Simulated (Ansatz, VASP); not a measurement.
CaC2: VASP beside Ansatz

```
CELL_PARAMETERS angstrom
-1.87892 1.87892 3.41346
1.87892 -1.87892 3.41346
1.87892 1.87892 -3.41346
ATOMIC_POSITIONS crystal
Ca 0.00000 0.00000 0.00000
C 0.59968 0.59968 0.00000
C 0.40032 0.40032 0.00000
```

Change from the starting cell: strain +0.0875 x Voigt [0, 0, 1, 0, 0, 0], atoms carried along.

Alike in both runs: task single point; functional LDA; k mesh 10 × 10 × 10; occupations gaussian, width 0.05 eV; no spin polarisation.

|  | VASP | Ansatz |
| --- | --- | --- |
| version | VASP 6.6.1 | Ansatz 0.2.0 |
| potentials or method | VASP PAW LDA potentials, release 64 (Ca_sv, C), cutoff 600 eV | scalar-relativistic, plane waves, PAW |
| valence electrons in the cell | 18 | 18 |

```tsv
	VASP	Ansatz	Ansatz less VASP
gap on the k mesh at the Fermi level (eV)	0.51	0.52	+0.012
least direct gap on the mesh (eV)	1.67	1.68	+0.011
pressure (GPa)	-12.9	-13.2	-0.28
traceless stress, the component that is largest in VASP (GPa)	-24.29	-24.44	-0.146
rms of the force components (eV/Å)	2.636	2.674	+0.0388
```

LDA's correlation is that of Perdew and Zunger in VASP and of Perdew and Wang (1992) in Ansatz. Atom by atom the forces differ by 0.039 eV/Å (rms over components).
